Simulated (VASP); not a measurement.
Here is a VASP 6.6.1 calculation.

File POSCAR:

```
Os
1.0
    0.0000000000      1.9364120072      1.9364120072
    1.9364120072      0.0000000000      1.9364120072
    1.9364120072      1.9364120072      0.0000000000
Os
1
Direct
    0.0000000000      0.0000000000      0.0000000000
```

Contents of INCAR.step1:

```
SYSTEM = Os
ALGO = Normal
EDIFF = 1E-5
ENCUT = 520
GGA = PE
ISIF = 2
ISMEAR = -1
LASPH = .TRUE.
LCHARG = .FALSE.
LREAL = .FALSE.
LWAVE = .TRUE.
NBANDS = 10
NELM = 100
PREC = Accurate
SIGMA = 0.1
```

The input INCAR.step2:

```
SYSTEM = Os
ALGO = Normal
EDIFF = 1E-7
ENCUT = 520
GGA = PE
HFSCREEN = 0.2079
ISIF = 2
ISMEAR = -1
ISTART = 1
LASPH = .TRUE.
LCHARG = .FALSE.
LHFCALC = .TRUE.
LREAL = .FALSE.
LWAVE = .FALSE.
NBANDS = 10
NELM = 100
PREC = Accurate
PRECFOCK = Normal
SIGMA = 0.1
```

File KPOINTS:

```
k-points
0
G
  6 6 6
  0 0 0
```

Potentials or basis: VASP PAW PBE potentials, release 64 (Os).

The run is started by

```bash
$ cat potpaw_PBE.64/Os/POTCAR > POTCAR
$ cp INCAR.step1 INCAR
$ mpirun -np 1 vasp_std > vasp.out
$ cp INCAR.step2 INCAR
$ mpirun -np 1 vasp_std > vasp.out
```

Task: Predict the band gap on the k mesh.

Result: Zero (bands 4 and 5 overlap by 4.22 eV).

Task: Predict the pressure.

Result: -16.5 GPa.

Caveat: the k points lie up to 0.47 Å⁻¹ apart, too coarse for converged energies and pressures of a metal; the PAW data sets were made with another functional, which shifts forces and pressure a little; spin-orbit coupling is left out, which moves the levels of the heavy elements.
